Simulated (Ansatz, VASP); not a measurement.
**SiC: VASP beside Ansatz**

```xyz
2
Lattice="0.0000 2.1899 2.1899 2.1899 0.0000 2.1899 2.1899 2.1899 0.0000" Properties=species:S:1:pos:R:3 pbc="T T T"
Si    0.0000    0.0000    0.0000
C     1.0949    1.0949    1.0949
```

Alike in both runs: functional PBE; k mesh 10 × 10 × 10; occupations gaussian, width 0.02 eV; no spin polarisation.

Ansatz relaxed the structure, and its values are those at the end. VASP's run is a single point on that final structure, the one shown.

|  | VASP | Ansatz |
| --- | --- | --- |
| version | VASP 6.6.1 | Ansatz 0.2.0 |
| potentials or method | VASP PAW PBE potentials, release 64 (Si, C), cutoff 600 eV | scalar-relativistic, plane waves, PAW |
| valence electrons in the cell | 8 | 8 |

VASP gave:

| Property | Result |
| --- | --- |
| gap on the k mesh at the Fermi level (eV) | 1.37 |
| least direct gap on the mesh (eV) | 4.53 |
| pressure (GPa) | -0.2 |

Which values does Ansatz return?

gap on the k mesh at the Fermi level (eV): 1.37; least direct gap on the mesh (eV): 4.53; pressure (GPa): 0.0.
